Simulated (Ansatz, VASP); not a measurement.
InSb: VASP beside Ansatz

The input INCAR:

```
PREC = Accurate
ENCUT = 520
EDIFF = 1E-6
ISMEAR = 0
SIGMA = 0.15
LREAL = F
LASPH = T
NELM = 100
ALGO = Normal
ISIF = 2
LWAVE = F
LCHARG = F
GGA = PE
NBANDS = 16
```

Contents of KPOINTS:

```
Automatic mesh
0
Gamma
  16 16 16
```

The input POSCAR:

```
InSb
1.0
   -2.9088500000      2.9088500000      1.4236000000
    2.9088500000     -2.9088500000      1.4236000000
    2.9088500000      2.9088500000     -1.4236000000
In Sb
1 1
Direct
    0.2500000000      0.7500000000      0.5000000000
    0.0000000000      0.0000000000      0.0000000000
```

Input for Ansatz:

```yaml
crystal:
  lattice:
    - [-2.90885, 2.90885, 1.4236]
    - [2.90885, -2.90885, 1.4236]
    - [2.90885, 2.90885, -1.4236]
  atoms:
    - { symbol: In, position: [0.25, 0.75, 0.5] }
    - { symbol: Sb, position: [0.0, 0.0, 0.0] }
basis:
  ecutwfc: 420
kpoints:
  mp_grid: { grid: [16, 16, 16] }
hamiltonian:
  xc: pbe
  pseudopotentials: { kind: paw, azcp: { folder: soft_1 } }
scf:
  occupations: { method: gaussian, width: 0.15 }
output:
  forces: true
  stress: true
  eigenvalues: true
```

Alike in both runs: task single point; functional PBE; k mesh 16 × 16 × 16; occupations gaussian, width 0.15 eV; no spin polarisation.

```csv
,VASP,Ansatz
version,VASP 6.6.1,Ansatz 0.2.0
potentials or method,"VASP PAW PBE potentials, release 64 (In_d, Sb), cutoff 520 eV","scalar-relativistic, plane waves, PAW"
valence electrons in the cell,18,28
```

VASP gave:

| Item | Value |
| --- | --- |
| gap on the k mesh at the Fermi level (eV) | none |
| pressure (GPa) | 12.4 |
| traceless stress, the component that is largest in VASP (GPa) | 9.60 |

What did Ansatz give for the same quantities?

gap on the k mesh at the Fermi level (eV): none; pressure (GPa): 12.4; traceless stress, the component that is largest in VASP (GPa): 9.53.

A gap of «none» marks a metal or a gap that the smearing closes. With one functional, cell and mesh, what is left measures potentials, basis and numerics. VASP's potentials hold 18 valence electrons a cell and Ansatz's 28, so a difference there can come from the potentials and not from the codes.

Spin-orbit coupling is off throughout.
